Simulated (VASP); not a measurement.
# MoS2 (P-3m1) in VASP: a series of runs

MoS2 is run at these levels: PBEsol+D3(BJ), LDA, BLYP+D3(BJ); tasks: single point.

Everything below comes from runs of VASP 6.6.1. Logs are shortened: lines on timing, memory, paths and dates and some standing lists are left out, and cuts for length are marked.

## 1. The cell of the first run

The structure is trigonal, space group P-3m1 (No. 164). The conventional cell has a = 3.141 Å, b = 3.141 Å, c = 5.553 Å, α = 90.00°, β = 90.00°, γ = 120.00°. Within 3.2 Å of Mo (site symmetry -3m) lie 6 S at 2.40 Å and 6 Mo at 3.14 Å. S (site symmetry 3m) has 3 Mo at 2.40 Å and 9 S at 3.02 to 3.14 Å within 3.2 Å.

## 2. Single point, PBEsol+D3(BJ)

INCAR reads:

```
SYSTEM = MoS2
PREC = Accurate
ENCUT = 520
EDIFF = 1E-7
ISMEAR = -1
SIGMA = 0.15
LREAL = .FALSE.
LASPH = .TRUE.
NELM = 100
ALGO = Normal
ISIF = 2
LWAVE = .FALSE.
LCHARG = .FALSE.
GGA = PS
IVDW = 12
NBANDS = 20
```

KPOINTS reads:

```
regular mesh
0
G
  10 10 5
  0 0 0
```

POSCAR reads:

```
MoS2
1.0
    3.1408139589      0.0000000000      0.0000000000
   -1.5704069794      2.7200246769      0.0000000000
    0.0000000000      0.0000000000      5.5534804532
Mo S
1 2
Direct
    0.0000000000      0.0000000000      0.5000000000
    0.3333333333      0.6666666667      0.2177388649
    0.6666666667      0.3333333333      0.7822611351
```

Potentials or basis: VASP PAW PBE potentials, release 64 (Mo_sv, S).

Launch:

```bash
cat potpaw_PBE.64/Mo_sv/POTCAR potpaw_PBE.64/S/POTCAR > POTCAR
mpirun -np 1 vasp_std > vasp.out
```

OUTCAR:

```text
SYSTEM = MoS2
   PREC = Accurate
   ENCUT = 520
   EDIFF = 1E-7
   ISMEAR = -1
   LREAL = .FALSE.
   LASPH = .TRUE.
   NELM = 100
   ISIF = 2
   GGA = PS
   IVDW = 12
 IVDW          = 12

 ion  position               nearest neighbor table
   1  0.000  0.000  0.500-   2 2.40   3 2.40   2 2.40   3 2.40   3 2.40   2 2.40
   2  0.333  0.667  0.218-   1 2.40   1 2.40   1 2.40
   3  0.667  0.333  0.782-   1 2.40   1 2.40   1 2.40

  LATTYP: Found a hexagonal cell.
 ALAT       =     3.1408139589
 C/A-ratio  =     1.7681659996

  Lattice vectors:

 A1 = (   3.1408139589,   0.0000000000,   0.0000000000)
 A2 = (  -1.5704069794,   2.7200246769,   0.0000000000)
 A3 = (   0.0000000000,   0.0000000000,   5.5534804532)

Analysis of symmetry for initial positions (statically):
=====================================================================
 Subroutine PRICEL returns:
 Original cell was already a primitive cell.

 Routine SETGRP: Setting up the symmetry group for a
 hexagonal supercell.

 Subroutine GETGRP returns: Found 12 space group operations
 (whereof 12 operations were pure point group operations)
 out of a pool of 24 trial point group operations.

The static configuration has the point symmetry D_3d.

Analysis of symmetry for dynamics (positions and initial velocities):
=====================================================================
 Subroutine PRICEL returns:
 Original cell was already a primitive cell.

 Routine SETGRP: Setting up the symmetry group for a
 hexagonal supercell.

 Subroutine GETGRP returns: Found 12 space group operations
 (whereof 12 operations were pure point group operations)
 out of a pool of 24 trial point group operations.

The dynamic configuration has the point symmetry D_3d.

 Subroutine INISYM returns: Found 12 space group operations
 (whereof 12 operations are pure point group operations),
 and found     1 'primitive' translations

----------------------------------------------------------------------------------------

                                     Primitive cell

  volume of cell :      47.4439

  direct lattice vectors                    reciprocal lattice vectors
     3.140813959  0.000000000  0.000000000     0.318388804  0.183821862  0.000000000
    -1.570406979  2.720024677  0.000000000     0.000000000  0.367643723  0.000000000
     0.000000000  0.000000000  5.553480453     0.000000000  0.000000000  0.180067258

  length of vectors
     3.140813959  3.140813959  5.553480453     0.367643723  0.367643723  0.180067258

  position of ions in fractional coordinates (direct lattice)
     0.000000000  0.000000000  0.500000000
     0.333333333  0.666666667  0.217738865
     0.666666667  0.333333333  0.782261135

  ion indices of the primitive-cell ions
   primitive index   ion index
                 1           1
                 2           2
                 3           3

----------------------------------------------------------------------------------------

 KPOINTS: regular mesh

Automatic generation of k-mesh.
 Grid dimensions read from file:
 generate k-points for:   10   10    5

 Generating k-lattice:

  Cartesian coordinates                     Fractional coordinates (reciprocal lattice)
     0.031838880  0.018382186  0.000000000     0.100000000  0.000000000  0.000000000
     0.000000000  0.036764372  0.000000000     0.000000000  0.100000000  0.000000000
     0.000000000  0.000000000  0.036013452     0.000000000  0.000000000  0.200000000

  Length of vectors
     0.036764372  0.036764372  0.036013452

  Shift w.r.t. Gamma in fractional coordinates (k-lattice)
     0.000000000  0.000000000  0.000000000

 Subroutine IBZKPT returns following result:
 ===========================================

 Found     58 irreducible k-points:

 Following reciprocal coordinates:
            Coordinates               Weight
  0.000000  0.000000  0.000000      1.000000
  0.100000  0.000000  0.000000      6.000000
  0.200000  0.000000  0.000000      6.000000
  0.300000  0.000000  0.000000      6.000000
  0.400000  0.000000  0.000000      6.000000
  0.500000 -0.000000  0.000000      3.000000
[... 16 lines left out ...]
  0.000000  0.400000  0.200000      6.000000
  0.500000 -0.000000  0.200000      6.000000
 [... further k-points ...]
   k-points           NKPTS =     58   k-points in BZ     NKDIM =     58   number of bands    NBANDS=     20
   number of dos      NEDOS =    301   number of ions     NIONS =      3
   total plane-waves  NPLWV =  24192
   dimension x,y,z NGX =    24 NGY =   24 NGZ =   42
   dimension x,y,z NGXF=    48 NGYF=   48 NGZF=   84
   ions per type =               1   2
   NGX,Y,Z   is equivalent  to a cutoff of  12.70, 12.70, 12.57 a.u.
   NGXF,Y,Z  is equivalent  to a cutoff of  25.41, 25.41, 25.15 a.u.
 SYSTEM =  MoS2
   PREC   = accura    normal or accurate (medium, high low for compatibility)
   ISTART =      0    job   : 0-new  1-cont  2-samecut
   ICHARG =      2    charge: 1-file 2-atom 10-const
   ISPIN  =      1    spin polarized calculation?
   LNONCOLLINEAR =      F non collinear calculations
   LSORBIT =      F    spin-orbit coupling
   LASPH  =      T    aspherical Exc in radial PAW
   ENCUT  =  520.0 eV  38.22 Ry    6.18 a.u.   5.84  5.84 10.33*2*pi/ulx,y,z
   NELM   =    100;   NELMIN=  2; NELMDL= -5     # of ELM steps
   EDIFF  = 0.1E-06   stopping-criterion for ELM
   LREAL  =      F    real-space projection
   EDIFFG = 0.1E-05   stopping-criterion for IOM
   NSW    =      0    number of steps for IOM
   IBRION =     -1    ionic relax: 0-MD 1-quasi-New 2-CG
   NFREE  =      0    steps in history (QN), initial steepest desc. (CG)
   ISIF   =      2    stress and relaxation
   ISYM   =      2    0-nonsym 1-usesym 2-fastsym
   POTIM  = 0.5000    time-step for ionic-motion
   TEBEG  =    0.0;   TEEND  =   0.0 temperature during run
   PSTRESS=    0.0 pullay stress
   NELECT =      26.0000    total number of electrons
   NUPDOWN=      -1.0000    fix difference up-down
   EMIN   =  10.00;   EMAX   =-10.00  energy-range for DOS
   EFERMI =   0.00;   METHOD = LEGACY
   ISMEAR =    -1;   SIGMA  =   0.15  broadening in eV -4-tet -1-fermi 0-gaus
   EFERMI_NEDOS =   21; number of points for ismear=-14 and -15
   IALGO  =     38    algorithm
   IMIX   =      4    mixing-type and parameters
     AMIX     =   0.40;   BMIX     =  1.00
     AMIX_MAG =   1.60;   BMIX_MAG =  1.00
  volume/ion in A,a.u.               =      15.81       106.72
  Fermi-wavevector in a.u.,A,eV,Ry     =   1.339695  2.531656 24.419491  1.794782
  Thomas-Fermi vector in A             =   2.468066
   LORBIT       =      0    0 simple, 1 ext, 2 COOP (PROOUT), +10 PAW based schemes
   GGA     = PS    functional components
   LHFCALC =     F    Hartree Fock is set to
   AEXX    =    0.0000 exact exchange contribution
   IVDW    =    12    specifies the selected vdW correction
   LEPSILON=     F    determine dielectric tensor
   LRPA    =     F    only Hartree local field effects (RPA)
 non-spin polarized calculation
  energy-cutoff  :      520.00
  volume of cell :       47.44
 maximum number of plane-waves:      1293
   NGX = 11   NGY = 11   NGZ = 21

 number of electron      26.0000001 magnetization

 Free energy of the ion-electron system (eV)
  ---------------------------------------------------
  ext. energy  EPLUGINS =         0.00000000
  ---------------------------------------------------
  free energy    TOTEN  =       -22.60227514 eV

  energy without entropy =      -22.50531880  energy(sigma->0) =      -22.55379697

 E-fermi :   9.2909     XC(G=0): -11.7893

 val. band max:        9.2659472770   @ k =   0.0000   0.0000   0.0000
 cond. band min:       9.3078347350   @ k =   0.1000   0.0000   0.0000
 fundamental gap:      0.0418874580
 Fermi energy:         9.2909043657

 k-point     1 :       0.0000    0.0000    0.0000
  band No.  band energies     occupation
      1     -52.2876      2.00000
      2     -26.4381      2.00000
      3     -26.2751      2.00000
      4     -26.2751      2.00000
      5      -6.3595      2.00000
      6      -3.9915      2.00000
[... 12 lines left out ...]
     19      16.5274      0.00000
     20      18.6014      0.00000

 k-point     2 :       0.1000    0.0000    0.0000
  band No.  band energies     occupation
      1     -52.2832      2.00000
      2     -26.4296      2.00000
      3     -26.3177      2.00000
      4     -26.2848      2.00000
      5      -6.1914      2.00000
      6      -3.9675      2.00000
[... 12 lines left out ...]
     19      17.1224      0.00000
     20      18.2700      0.00000

 k-point     3 :       0.2000    0.0000    0.0000
  band No.  band energies     occupation
      1     -52.2718      2.00000
      2     -26.4282      2.00000
      3     -26.4069      2.00000
      4     -26.3099      2.00000
      5      -5.7150      2.00000
      6      -3.9044      2.00000
[... 12 lines left out ...]
     19      17.6975      0.00000
     20      18.5518      0.00000

 k-point     4 :       0.3000    0.0000    0.0000
  band No.  band energies     occupation
      1     -52.2577      2.00000
      2     -26.5615      2.00000
      3     -26.3797      2.00000
      4     -26.3408      2.00000
      5      -5.0237      2.00000
      6      -3.8225      2.00000
[... 12 lines left out ...]
     19      16.5293      0.00000
     20      18.2874      0.00000

 k-point     5 :       0.4000    0.0000    0.0000
  band No.  band energies     occupation
      1     -52.2463      2.00000
      2     -26.6676      2.00000
      3     -26.3657      2.00000
      4     -26.3573      2.00000
      5      -4.3383      2.00000
      6      -3.7278      2.00000
[... 12 lines left out ...]
     19      16.5399      0.00000
     20      17.5022      0.00000

 k-point     6 :       0.5000   -0.0000    0.0000
  band No.  band energies     occupation
      1     -52.2419      2.00000
      2     -26.7076      2.00000
      3     -26.3751      2.00000
      4     -26.3487      2.00000
      5      -4.0636      2.00000
      6      -3.6363      2.00000
[... 12 lines left out ...]
     19      16.7458      0.00000
     20      17.5814      0.00000

 k-point     7 :       0.1000    0.1000    0.0000
  band No.  band energies     occupation
      1     -52.2754      2.00000
      2     -26.4143      2.00000
      3     -26.3908      2.00000
      4     -26.3053      2.00000
      5      -5.8687      2.00000
      6      -3.9236      2.00000
[... 12 lines left out ...]
     19      17.8070      0.00000
     20      17.9786      0.00000
[... 277 lines left out ...]
 k-point    20 :       0.3000    0.0000    0.2000
  band No.  band energies     occupation
      1     -52.2577      2.00000
      2     -26.5614      2.00000
      3     -26.3798      2.00000
      4     -26.3408      2.00000
      5      -5.0355      2.00000
      6      -3.7673      2.00000
[... 12 lines left out ...]
     19      15.5227      0.00000
     20      20.0541      0.00000

 k-point    21 :       0.0000    0.3000    0.2000
  band No.  band energies     occupation
      1     -52.2577      2.00000
      2     -26.5614      2.00000
      3     -26.3798      2.00000
      4     -26.3408      2.00000
      5      -4.8399      2.00000
      6      -4.0833      2.00000
[... 12 lines left out ...]
     19      17.6113      0.00000
     20      17.8734      0.00000

 k-point    22 :       0.4000    0.0000    0.2000
  band No.  band energies     occupation
      1     -52.2463      2.00000
      2     -26.6675      2.00000
      3     -26.3657      2.00000
      4     -26.3573      2.00000
      5      -4.5303      2.00000
      6      -3.4286      2.00000
[... 12 lines left out ...]
     19      15.4907      0.00000
     20      18.8959      0.00000

 k-point    23 :       0.0000    0.4000    0.2000
  band No.  band energies     occupation
      1     -52.2463      2.00000
      2     -26.6675      2.00000
      3     -26.3657      2.00000
      4     -26.3573      2.00000
      5      -4.0999      2.00000
      6      -4.0090      2.00000
[... 12 lines left out ...]
     19      16.4994      0.00000
     20      17.4896      0.00000

 k-point    24 :       0.5000   -0.0000    0.2000
  band No.  band energies     occupation
      1     -52.2419      2.00000
      2     -26.7076      2.00000
      3     -26.3751      2.00000
      4     -26.3487      2.00000
      5      -4.2181      2.00000
      6      -3.4377      2.00000
[... 12 lines left out ...]
     19      16.0820      0.00000
     20      17.9179      0.00000

 [... further k-points ...]

------------------------ aborting loop because EDIFF is reached ----------------------------------------

 Edisp (eV)   -1.25009

 E8    (eV) :    -0.7858

  FORCE on cell =-STRESS in cart. coord.  units (eV):
  Direction    XX          YY          ZZ          XY          YZ          ZX
  --------------------------------------------------------------------------------------
  -------------------------------------------------------------------------------------
  Total       0.00283     0.00283     0.04988     0.00000     0.00000    -0.00000
  in kB       0.09547     0.09547     1.68429     0.00000     0.00000    -0.00000
  external pressure =        0.63 kB  Pullay stress =        0.00 kB

 VOLUME and BASIS-vectors are now :
 -----------------------------------------------------------------------------
  energy-cutoff  :      520.00
  volume of cell :       47.44
      direct lattice vectors                 reciprocal lattice vectors
     3.140813959  0.000000000  0.000000000     0.318388804  0.183821862  0.000000000
    -1.570406979  2.720024677  0.000000000     0.000000000  0.367643723  0.000000000
     0.000000000  0.000000000  5.553480453     0.000000000  0.000000000  0.180067258

 POSITION                                       TOTAL-FORCE (eV/Angst)
 -----------------------------------------------------------------------------------
      0.00000      0.00000      2.77674        -0.000000      0.000000      0.000000
     -0.00000      1.81335      1.20921         0.000000     -0.000000      0.002593
      1.57041      0.90667      4.34427        -0.000000      0.000000     -0.002593
 -----------------------------------------------------------------------------------
    total drift:                               -0.000000      0.000000      0.000000

  FREE ENERGIE OF THE ION-ELECTRON SYSTEM (eV)
  ---------------------------------------------------
  free  energy   TOTEN  =       -23.8523669311 eV

  energy  without entropy=      -23.7554105856  energy(sigma->0) =      -23.80388876
```

Run time: 43 s. Hardware: 1 thread of Intel Xeon 8259CL, shared host; peak memory 0.2 GiB.

What came out:

| Quantity | Value |
| --- | --- |
| Free energy | -23.8524 eV |
| Pressure | 0.1 GPa |
| Band gap on the k mesh | zero (bands 13 and 14 overlap by 1.06 eV) |
| Dispersion energy per atom | -0.417 eV |

Forces on the atoms (eV/Å):
```
Mo   0.000  0.000  0.000
S    0.000  0.000  0.003
S    0.000  0.000 -0.003
```

Stress tensor (GPa, compression positive):
```
0.01 0.00 0.00
0.00 0.01 0.00
0.00 0.00 0.17
```

Caveat: the PAW data sets were made with another functional, which shifts forces and pressure a little.

## 3. Single point, LDA

This run uses another cell than the first one, of 16.49 Å³/atom.

INCAR reads:

```
PREC     = Accurate       # precision mode
ENCUT    = 520            # plane-wave cutoff, eV
EDIFF    = 1E-7           # SCF threshold, eV
ISMEAR   = -1             # smearing method
SIGMA    = 0.15           # smearing width, eV
LREAL    = False          # projectors in reciprocal space
LASPH    = True           # aspherical terms in the spheres
NELM     = 80             # most SCF steps
ALGO     = Normal         # electronic algorithm
ISIF     = 2              # what is computed and relaxed
LWAVE    = False          # write WAVECAR
LCHARG   = True           # write CHGCAR
LELF     = True           # ELF
LVHAR    = True         
NBANDS   = 20             # bands
```

KPOINTS reads:

```
Automatic mesh
0
Gamma
  10 10 5
```

POSCAR reads:

```
MoS2
1.0
    3.1475447412      0.0000000000      0.0000000000
   -1.5737723706      2.7258537054      0.0000000000
    0.0000000000      0.0000000000      5.7666064271
Mo S
1 2
Direct
    0.0000000000      0.0000000000      0.5000000000
    0.3333333333      0.6666666667      0.2288066398
    0.6666666667      0.3333333333      0.7711933602
```

Potentials or basis: VASP PAW LDA potentials, release 64 (Mo_sv, S).

Launch:

```bash
cat potpaw_LDA.64/Mo_sv/POTCAR potpaw_LDA.64/S/POTCAR > POTCAR
mpirun -np 1 vasp_std > vasp.out
```

It took 54 s on 1 thread of Intel Xeon 8259CL, shared host; peak memory 0.18 GiB.

Results (log left out):

```
Free energy            : -23.7016 eV
Pressure               : 0.2 GPa
Largest force          : 0.019 eV/Å
Band gap on the k mesh : zero (bands 13 and 14 overlap by 0.89 eV)
```

Forces on the atoms (eV/Å):
```
Mo   0.000  0.000  0.000
S    0.000  0.000 -0.019
S    0.000  0.000  0.019
```

Levels at points of the mesh, in eV from the Fermi level:
| k point | band 9 | band 10 | band 11 | band 12 | band 13 | band 14 | band 15 | band 16 | band 17 | band 18 |
| --- | --- | --- | --- | --- | --- | --- | --- | --- | --- | --- |
| (0.00, 0.00, 0.00) | -3.97 | -1.51 | -1.13 | -0.90 | -0.90 | -0.04 | -0.04 | 3.10 | 3.10 | 6.00 |
| (0.50, 0.00, 0.00) | -5.02 | -4.06 | -3.62 | -1.87 | -1.75 | 1.25 | 1.86 | 3.73 | 4.00 | 5.77 |

## 4. Single point, BLYP+D3(BJ)

This run uses another cell than the first one, of 16.99 Å³/atom.

INCAR reads:

```
AGGAC = 1.0 ; AGGAX = 1.0
ALDAC = 0.0 ; ALDAX = 1.0
ALGO = Normal ; EDIFF = 1E-6
ENCUT = 520 ; GGA = B5
ISIF = 2 ; ISMEAR = -1
IVDW = 12 ; LASPH = True
LCHARG = False ; LREAL = False
LWAVE = False ; NBANDS = 20
NELM = 100 ; PREC = Accurate
SIGMA = 0.15 ; VDW_A1 = 0.4298
VDW_A2 = 4.2359 ; VDW_S6 = 1.0
VDW_S8 = 2.6996
```

KPOINTS reads:

```
k-points
0
Gamma
  10 10 5
```

POSCAR reads:

```
MoS2
1.0
    3.2388265547      0.0000000000      0.0000000000
   -1.6194132774      2.8049060748      0.0000000000
    0.0000000000      0.0000000000      5.6091594868
Mo S
1 2
Direct
    0.0000000000      0.0000000000      0.5000000000
    0.3333333333      0.6666666667      0.2232981854
    0.6666666667      0.3333333333      0.7767018146
```

Potentials or basis: VASP PAW PBE potentials, release 64 (Mo_sv, S).

Launch:

```bash
cat potpaw_PBE.64/Mo_sv/POTCAR potpaw_PBE.64/S/POTCAR > POTCAR
mpirun -np 1 vasp_std > vasp.out
```

It took 65 s on 1 thread of Intel Xeon 8259CL, shared host; peak memory 0.2 GiB.

Results (log left out):

```yaml
Free_energy: -21.3418 eV
Pressure: 0.0 GPa
Largest_force: 0.009 eV/Å
Band_gap_on_the_k_mesh: zero (bands 13 and 14 overlap by 1.09 eV)
Dispersion_energy_per_atom: -0.991 eV
```

Forces in eV/Å, atoms in the order of the input:
```
Mo   0.000  0.000  0.000
S    0.000  0.000 -0.009
S    0.000  0.000  0.009
```

Levels at points of the mesh, in eV from the Fermi level:
| k point | band 10 | band 11 | band 12 | band 13 | band 14 | band 15 | band 16 | band 17 |
| --- | --- | --- | --- | --- | --- | --- | --- | --- |
| (0.00, 0.00, 0.00) | -1.06 | -0.87 | -0.87 | -0.72 | -0.28 | -0.28 | 2.80 | 2.80 |
| (0.50, 0.00, 0.00) | -3.93 | -3.52 | -2.06 | -1.48 | 0.94 | 1.71 | 3.59 | 3.87 |

Caveat: the PAW data sets were made with another functional, which shifts forces and pressure a little.

## 5. The runs side by side

| level | potentials or basis | cell | gap on the mesh (eV) | pressure (GPa) | largest force (eV/Å) |
| --- | --- | --- | --- | --- | --- |
| PBEsol+D3(BJ) | VASP PAW PBE potentials, release 64 (Mo_sv, S) | a = 3.141, b = 3.141, c = 5.553 Å, angles 90.0, 90.0, 120.0°, 3 atoms, atomic positions A | none | 0.1 | - |
| LDA | VASP PAW LDA potentials, release 64 (Mo_sv, S) | a = 3.148, b = 3.148, c = 5.767 Å, angles 90.0, 90.0, 120.0°, 3 atoms, atomic positions B | none | 0.2 | 0.02 |
| BLYP+D3(BJ) | VASP PAW PBE potentials, release 64 (Mo_sv, S) | a = 3.239, b = 3.239, c = 5.609 Å, angles 90.0, 90.0, 120.0°, 3 atoms, atomic positions C | none | 0.0 | 0.01 |

Alike in all rows: task single point; no spin polarisation; k mesh 10 × 10 × 5; cutoff (eV) 520; smearing fermi-dirac 0.15 eV.

Caveats: the PAW data sets were made with another functional, which shifts forces and pressure a little (at least some runs).

Absolute energies hang on the potentials; compare differences alone.

The gap in the log of VASP goes by the Fermi energy; the results here count the filled bands.